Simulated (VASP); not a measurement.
# BN (P3m1) in VASP: relaxation of cell and atoms with PBE

Aim: the relaxation of cell and atoms of BN with PBE.

Everything below comes from runs of VASP 6.6.1. Logs are shortened: lines on timing, memory, paths and dates and some standing lists are left out, and cuts for length are marked.

## 1. The cell of the first run

The structure is trigonal, space group P3m1 (No. 156). Conventional cell: a = 2.555 Å, b = 2.555 Å, c = 19.010 Å, α = 90.00°, β = 90.00°, γ = 120.00°. Within 2.1 Å of B (site symmetry 3m) lie 4 N at 1.57 to 1.58 Å. Within 2.1 Å of B (site symmetry 3m) lie 4 N at 1.57 to 1.58 Å. B (site symmetry 3m) has 4 N at 1.57 to 1.58 Å within 2.1 Å. Within 2.1 Å of B (site symmetry 3m) lie 4 N at 1.57 to 1.58 Å. Within 2.1 Å of B (site symmetry 3m) lie 4 N at 1.57 to 1.58 Å. B (site symmetry 3m) has 4 N at 1.57 to 1.58 Å within 2.1 Å. B (site symmetry 3m) has 4 N at 1.57 to 1.58 Å within 2.1 Å. B (site symmetry 3m) has 4 N at 1.57 to 1.58 Å within 2.1 Å.

## 2. Relaxation of cell and atoms, PBE

INCAR

```
  ALGO = Normal
  EDIFF = 1E-6
  EDIFFG = -0.01
  ENCUT = 600
  GGA = PE
  IBRION = 2
  ISIF = 3
  ISMEAR = 0
  LASPH = True
  LCHARG = False
  LREAL = Auto
  LWAVE = False
  NELM = 100
  NSW = 65
  PREC = Accurate
  SIGMA = 0.02
```

KPOINTS

```
k-points
0
Gamma
  12 12 2
```

POSCAR

```
BN
1.0
    2.5545319511      0.0000000000      0.0000000000
   -1.2772659756      2.2122895644      0.0000000000
    0.0000000000      0.0000000000     19.0104987520
B N
9 9
Direct
    0.0000000000      0.0000000000      0.0000000000
    0.3333333333      0.6666666667      0.1111111111
    0.6666666667      0.3333333333      0.2222222222
    0.3333333333      0.6666666667      0.3333333333
    0.0000000000      0.0000000000      0.4444444444
    0.3333333333      0.6666666667      0.5555555556
    0.0000000000      0.0000000000      0.6666666667
    0.6666666667      0.3333333333      0.7777777778
    0.3333333333      0.6666666667      0.8888888889
    0.0000000000      0.0000000000      0.0833333333
    0.3333333333      0.6666666667      0.1944444444
    0.6666666667      0.3333333333      0.3055555556
    0.3333333333      0.6666666667      0.4166666667
    0.0000000000      0.0000000000      0.5277777778
    0.3333333333      0.6666666667      0.6388888889
    0.0000000000      0.0000000000      0.7500000000
    0.6666666667      0.3333333333      0.8611111111
    0.3333333333      0.6666666667      0.9722222222
```

Potentials or basis: VASP PAW PBE potentials, release 64 (B, N).

Started as:

```
$ cat potpaw_PBE.64/B/POTCAR potpaw_PBE.64/N/POTCAR > POTCAR
$ mpirun -np 1 vasp_std > vasp.out
```

OUTCAR:

```text
EDIFF = 1E-6
   EDIFFG = -0.01
   ENCUT = 600
   GGA = PE
   IBRION = 2
   ISIF = 3
   ISMEAR = 0
   LASPH = True
   LREAL = Auto
   NELM = 100
   NSW = 65
   PREC = Accurate

 ion  position               nearest neighbor table
   1  0.000  0.000  0.000-  18 1.57  18 1.57  18 1.57  10 1.58
   2  0.333  0.667  0.111-  10 1.57  10 1.57  10 1.57  11 1.58
   3  0.667  0.333  0.222-  11 1.57  11 1.57  11 1.57  12 1.58
   4  0.333  0.667  0.333-  12 1.57  12 1.57  12 1.57  13 1.58
   5  0.000  0.000  0.444-  13 1.57  13 1.57  13 1.57  14 1.58
   6  0.333  0.667  0.556-  14 1.57  14 1.57  14 1.57  15 1.58
[... 10 lines left out ...]
  17  0.667  0.333  0.861-   9 1.57   9 1.57   9 1.57   8 1.58
  18  0.333  0.667  0.972-   1 1.57   1 1.57   1 1.57   9 1.58

  LATTYP: Found a hexagonal cell.
 ALAT       =     2.5545319511
 C/A-ratio  =     7.4418715898

  Lattice vectors:

 A1 = (   2.5545319511,   0.0000000000,   0.0000000000)
 A2 = (  -1.2772659756,   2.2122895644,   0.0000000000)
 A3 = (   0.0000000000,   0.0000000000,  19.0104987520)

Analysis of symmetry for initial positions (statically):
=====================================================================
 Subroutine PRICEL returns:
 Original cell was already a primitive cell.

 Routine SETGRP: Setting up the symmetry group for a
 hexagonal supercell.

 Subroutine GETGRP returns: Found  6 space group operations
 (whereof  6 operations were pure point group operations)
 out of a pool of 24 trial point group operations.

The static configuration has the point symmetry C_3v.

Analysis of symmetry for dynamics (positions and initial velocities):
=====================================================================
 Subroutine PRICEL returns:
 Original cell was already a primitive cell.

 Routine SETGRP: Setting up the symmetry group for a
 hexagonal supercell.

 Subroutine GETGRP returns: Found  6 space group operations
 (whereof  6 operations were pure point group operations)
 out of a pool of 24 trial point group operations.

The dynamic configuration has the point symmetry C_3v.

 Subroutine INISYM returns: Found  6 space group operations
 (whereof  6 operations are pure point group operations),
 and found     1 'primitive' translations

----------------------------------------------------------------------------------------

                                     Primitive cell

  volume of cell :     107.4353

  direct lattice vectors                    reciprocal lattice vectors
     2.554531951  0.000000000  0.000000000     0.391461144  0.226010197  0.000000000
    -1.277265976  2.212289564  0.000000000     0.000000000  0.452020394  0.000000000
     0.000000000  0.000000000 19.010498752     0.000000000  0.000000000  0.052602513

  length of vectors
     2.554531951  2.554531951 19.010498752     0.452020394  0.452020394  0.052602513

  position of ions in fractional coordinates (direct lattice)
     0.000000000  0.000000000  0.000000000
     0.333333333  0.666666667  0.111111111
     0.666666667  0.333333333  0.222222222
     0.333333333  0.666666667  0.333333333
     0.000000000  0.000000000  0.444444444
     0.333333333  0.666666667  0.555555556
[... 10 lines left out ...]
     0.666666667  0.333333333  0.861111111
     0.333333333  0.666666667  0.972222222

  ion indices of the primitive-cell ions
   primitive index   ion index
                 1           1
                 2           2
                 3           3
                 4           4
                 5           5
                 6           6
[... 10 lines left out ...]
                17          17
                18          18

----------------------------------------------------------------------------------------

 KPOINTS: k-points

Automatic generation of k-mesh.
 Grid dimensions read from file:
 generate k-points for:   12   12    2

 Generating k-lattice:

  Cartesian coordinates                     Fractional coordinates (reciprocal lattice)
     0.032621762  0.018834183  0.000000000     0.083333333 -0.000000000  0.000000000
     0.000000000  0.037668366  0.000000000     0.000000000  0.083333333  0.000000000
     0.000000000  0.000000000  0.026301256     0.000000000  0.000000000  0.500000000

  Length of vectors
     0.037668366  0.037668366  0.026301256

  Shift w.r.t. Gamma in fractional coordinates (k-lattice)
     0.000000000  0.000000000  0.000000000

 Subroutine IBZKPT returns following result:
 ===========================================

 Found     38 irreducible k-points:

 Following reciprocal coordinates:
            Coordinates               Weight
  0.000000  0.000000  0.000000      1.000000
  0.083333 -0.000000  0.000000      6.000000
  0.166667  0.000000  0.000000      6.000000
  0.250000  0.000000  0.000000      6.000000
  0.333333  0.000000  0.000000      6.000000
  0.416667  0.000000  0.000000      6.000000
[... 16 lines left out ...]
  0.250000  0.000000  0.500000      6.000000
  0.333333  0.000000  0.500000      6.000000
 [... further k-points ...]
   k-points           NKPTS =     38   k-points in BZ     NKDIM =     38   number of bands    NBANDS=     46
   number of dos      NEDOS =    301   number of ions     NIONS =     18
   total plane-waves  NPLWV =  64000
   dimension x,y,z NGX =    20 NGY =   20 NGZ =  160
   dimension x,y,z NGXF=    40 NGYF=   40 NGZF=  320
   ions per type =               9   9
   NGX,Y,Z   is equivalent  to a cutoff of  13.02, 13.02, 13.99 a.u.
   NGXF,Y,Z  is equivalent  to a cutoff of  26.03, 26.03, 27.98 a.u.
 SYSTEM =  unknown system
   PREC   = accura    normal or accurate (medium, high low for compatibility)
   ISTART =      0    job   : 0-new  1-cont  2-samecut
   ICHARG =      2    charge: 1-file 2-atom 10-const
   ISPIN  =      1    spin polarized calculation?
   LNONCOLLINEAR =      F non collinear calculations
   LSORBIT =      F    spin-orbit coupling
   LASPH  =      T    aspherical Exc in radial PAW
   ENCUT  =  600.0 eV  44.10 Ry    6.64 a.u.   5.10  5.10 37.97*2*pi/ulx,y,z
   NELM   =    100;   NELMIN=  2; NELMDL= -5     # of ELM steps
   EDIFF  = 0.1E-05   stopping-criterion for ELM
   LREAL  =      T    real-space projection
   EDIFFG = -.1E-01   stopping-criterion for IOM
   NSW    =     65    number of steps for IOM
   IBRION =      2    ionic relax: 0-MD 1-quasi-New 2-CG
   NFREE  =      1    steps in history (QN), initial steepest desc. (CG)
   ISIF   =      3    stress and relaxation
   ISYM   =      2    0-nonsym 1-usesym 2-fastsym
   POTIM  = 0.5000    time-step for ionic-motion
   TEBEG  =    0.0;   TEEND  =   0.0 temperature during run
   PSTRESS=    0.0 pullay stress
   NELECT =      72.0000    total number of electrons
   NUPDOWN=      -1.0000    fix difference up-down
   EMIN   =  10.00;   EMAX   =-10.00  energy-range for DOS
   EFERMI =   0.00;   METHOD = LEGACY
   ISMEAR =     0;   SIGMA  =   0.02  broadening in eV -4-tet -1-fermi 0-gaus
   EFERMI_NEDOS =   21; number of points for ismear=-14 and -15
   IALGO  =     38    algorithm
   IMIX   =      4    mixing-type and parameters
     AMIX     =   0.40;   BMIX     =  1.00
     AMIX_MAG =   1.60;   BMIX_MAG =  1.00
  volume/ion in A,a.u.               =       5.97        40.28
  Fermi-wavevector in a.u.,A,eV,Ry     =   1.432639  2.707295 27.925333  2.052454
  Thomas-Fermi vector in A             =   2.552244
   LORBIT       =      0    0 simple, 1 ext, 2 COOP (PROOUT), +10 PAW based schemes
   GGA     = PE    functional components
   LHFCALC =     F    Hartree Fock is set to
   AEXX    =    0.0000 exact exchange contribution
   IVDW    =     0    specifies the selected vdW correction
   LEPSILON=     F    determine dielectric tensor
   LRPA    =     F    only Hartree local field effects (RPA)
 conjugate gradient relaxation of ions
 non-spin polarized calculation
 Gauss-broadening in eV      SIGMA  =   0.02
  energy-cutoff  :      600.00
  volume of cell :      107.44
 maximum number of plane-waves:      3610
   NGX = 11   NGY = 11   NGZ = 75

--------------------------------------- Ionic step        1  -------------------------------------------

 number of electron      72.0000001 magnetization

 Free energy of the ion-electron system (eV)
  ---------------------------------------------------
  ext. energy  EPLUGINS =         0.00000000
  ---------------------------------------------------
  free energy    TOTEN  =      -156.95917556 eV

  energy without entropy =     -156.95917556  energy(sigma->0) =     -156.95917556

------------------------ aborting loop because EDIFF is reached ----------------------------------------

  FORCE on cell =-STRESS in cart. coord.  units (eV):
  Direction    XX          YY          ZZ          XY          YZ          ZX
  --------------------------------------------------------------------------------------
  -------------------------------------------------------------------------------------
  Total        1.0114562      1.0114562     -3.2323610     -0.0000000      0.0000000      0.0000000
  in kB       15.0838028     15.0838028    -48.2040601     -0.0000000      0.0000000      0.0000000
  external PRESSURE =      -6.0121515 kB  Pullay stress =       0.0000000 kB
[... 137 lines left out ...]
  FREE ENERGIE OF THE ION-ELECTRON SYSTEM (eV)
  ---------------------------------------------------
  free  energy   TOTEN  =      -156.9730806509 eV

  energy  without entropy=     -156.9730806509  energy(sigma->0) =     -156.97308065

[... ionic steps 4 to 10 ...]

--------------------------------------- Ionic step       11  -------------------------------------------

 number of electron      72.0000001 magnetization

------------------------ aborting loop because EDIFF is reached ----------------------------------------

  FORCE on cell =-STRESS in cart. coord.  units (eV):
  Direction    XX          YY          ZZ          XY          YZ          ZX
  --------------------------------------------------------------------------------------
  -------------------------------------------------------------------------------------
  Total        0.0534972      0.0534972     -0.0252942     -0.0000000      0.0000000      0.0000000
  in kB        0.7992552      0.7992552     -0.3778980     -0.0000000      0.0000000      0.0000000
  external PRESSURE =       0.4068708 kB  Pullay stress =       0.0000000 kB
[... 89 lines left out ...]
  energy  without entropy=     -156.9744191904  energy(sigma->0) =     -156.97441919

--------------------------------------- Ionic step       13  -------------------------------------------

 number of electron      72.0000001 magnetization

 Free energy of the ion-electron system (eV)
  ---------------------------------------------------
  ext. energy  EPLUGINS =         0.00000000
  ---------------------------------------------------
  free energy    TOTEN  =      -156.97441918 eV

  energy without entropy =     -156.97441918  energy(sigma->0) =     -156.97441918

 E-fermi :   7.4677     XC(G=0): -12.7747

 val. band max:        7.3644599307   @ k =   0.0000   0.0000   0.0000
 cond. band min:      12.3700387604   @ k =   0.5000   0.0000   0.5000
 fundamental gap:      5.0055788297
 Fermi energy:         7.4677039999

 k-point     1 :       0.0000    0.0000    0.0000
  band No.  band energies     occupation
      1     -12.8486      2.00000
      2     -12.5668      2.00000
      3     -12.5357      2.00000
      4     -11.7040      2.00000
      5     -11.6680      2.00000
      6     -10.3578      2.00000
[... 1165 lines left out ...]
     45      17.2686      0.00000
     46      17.5671      0.00000

 [... further k-points ...]

------------------------ aborting loop because EDIFF is reached ----------------------------------------

  FORCE on cell =-STRESS in cart. coord.  units (eV):
  Direction    XX          YY          ZZ          XY          YZ          ZX
  --------------------------------------------------------------------------------------
  -------------------------------------------------------------------------------------
  Total        0.0038387      0.0038387     -0.0137368     -0.0000000      0.0000000      0.0000000
  in kB        0.0573445      0.0573445     -0.2052072     -0.0000000      0.0000000      0.0000000
  external PRESSURE =      -0.0301727 kB  Pullay stress =       0.0000000 kB
[... 33 lines left out ...]
  FREE ENERGIE OF THE ION-ELECTRON SYSTEM (eV)
  ---------------------------------------------------
  free  energy   TOTEN  =      -156.9744191837 eV

  energy  without entropy=     -156.9744191837  energy(sigma->0) =     -156.97441918

 reached required accuracy - stopping structural energy minimisation
```

Wall time 33 min (1 thread of AMD EPYC 7R13, shared host); peak memory 0.3 GiB.

What came out:

| Property | Result |
| --- | --- |
| Free energy | -156.9744 eV |
| Relaxed volume | 5.96 Å³/atom |
| Relaxed cell | a = 2.559 Å, b = 2.559 Å, c = 18.911 Å, α = 90.00°, β = 90.00°, γ = 120.00° |
| Space group after relaxing (to 0.1 Å) | P3m1 (No. 156) |
| Energy gained by relaxing | 0.8 meV/atom |
| Ionic steps | 13 |
| Pressure after relaxing | 0.0 GPa |
| Largest force after relaxing | 0.010 eV/Å |
| Band gap on the k mesh | 5.01 eV (least direct gap 7.01 eV) |

Forces on the atoms (eV/Å):
```
B    0.000  0.000  0.009
B    0.000  0.000 -0.004
B    0.000  0.000  0.001
B    0.000  0.000  0.009
B    0.000  0.000  0.002
B    0.000  0.000  0.003
B    0.000  0.000  0.008
B    0.000  0.000 -0.004
B    0.000  0.000 -0.001
N    0.000  0.000  0.004
N    0.000  0.000 -0.010
N    0.000  0.000 -0.004
N    0.000  0.000 -0.003
N    0.000  0.000 -0.007
N    0.000  0.000  0.001
N    0.000  0.000  0.001
N    0.000  0.000 -0.004
N    0.000  0.000  0.000
```

The path:
```tsv
step	energy change (eV)	largest force (eV/Å)	pressure (GPa)	volume (Å³)
1	0.0000	0.1977	-0.60	107.44
2	-0.0077	0.2534	0.60	107.08
3	-0.0139	0.0935	0.08	107.22
4	-0.0145	0.1199	-0.01	107.25
5	-0.0146	0.0773	0.01	107.25
6	-0.0150	0.0355	-0.06	107.27
7	-0.0150	0.0360	-0.05	107.27
8	-0.0151	0.0317	0.02	107.25
9	-0.0151	0.0282	0.02	107.25
10	-0.0152	0.0191	0.03	107.24
11	-0.0152	0.0256	0.04	107.24
12	-0.0152	0.0101	0.00	107.25
13	-0.0152	0.0099	0.00	107.25
```

Final structure:
```xyz
18
Lattice="2.5591 0.0000 0.0000 -1.2795 2.2162 0.0000 0.0000 0.0000 18.9109" Properties=species:S:1:pos:R:3 pbc="T T T"
B     0.0000    0.0000   18.9035
B     0.0000    1.4775    2.1008
B     1.2795    0.7387    4.1968
B     0.0000    1.4775    6.3041
B     0.0000    0.0000    8.4004
B     0.0000    1.4775   10.5126
B     0.0000    0.0000   12.6198
B     1.2795    0.7387   14.7127
B     0.0000    1.4775   16.8062
N     0.0000    0.0000    1.5754
N     0.0000    1.4775    3.6700
N     1.2795    0.7387    5.7793
N     0.0000    1.4775    7.8734
N     0.0000    0.0000    9.9828
N     0.0000    1.4775   12.0942
N     0.0000    0.0000   14.1896
N     1.2795    0.7387   16.2836
N     0.0000    1.4775   18.3766
```

Levels at points of the mesh, in eV from the valence-band top:
```tsv
k point	band 33	band 34	band 35	band 36	band 37	band 38	band 39	band 40
(0.00, 0.00, 0.00)	-0.28	-0.12	0.00	0.00	8.55	8.55	8.70	8.88
(0.50, 0.00, 0.00)	-2.92	-2.46	-2.14	-2.11	5.02	5.71	5.90	6.49
(0.00, 0.00, 0.50)	-0.10	-0.10	-0.06	-0.06	8.62	8.62	8.71	8.71
(0.50, 0.00, 0.50)	-2.50	-2.47	-2.45	-2.00	5.01	5.76	5.89	6.46
```
